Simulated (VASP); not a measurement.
InP:

```
In P
1.0
     0.00000    2.93050    2.93050
     2.93050    0.00000    2.93050
     2.93050    2.93050    0.00000
In P
1 1
Direct
  0.00000 0.00000 0.00000
  0.25000 0.25000 0.25000
```

- Program: VASP 6.6.1
- Task: relaxation of cell and atoms
- Functional: PBE
- Potentials or basis: VASP PAW PBE potentials, release 64 (In_d, P)
- Cutoff: 600 eV
- k mesh: 8 × 8 × 8
- Occupations: fermi-dirac, width 0.02 eV
- Spin: no spin polarisation

At the start: pressure 3.3 GPa; volume 25.17 Å³/atom.

Problem. How do energy, volume and symmetry change on relaxing?

Solution. Over 3 steps the energy falls by 12.5 meV/atom and the volume is 26.44 Å³/atom (+5.1 %); space group F-43m (No. 216, to 0.05 Å).

Step by step:
| step | energy change (eV) | largest force (eV/Å) | pressure (GPa) | volume (Å³) |
| --- | --- | --- | --- | --- |
| 1 | 0.0000 | 0.0000 | 3.31 | 50.33 |
| 2 | -0.0191 | 0.0000 | -1.40 | 54.22 |
| 3 | -0.0251 | 0.0000 | 0.01 | 52.88 |

Final structure:
```xyz
2
Lattice="0.0000 2.9791 2.9791 2.9791 0.0000 2.9791 2.9791 2.9791 0.0000" Properties=species:S:1:pos:R:3 pbc="T T T"
In    0.0000    0.0000    0.0000
P     1.4895    1.4895    1.4895
```
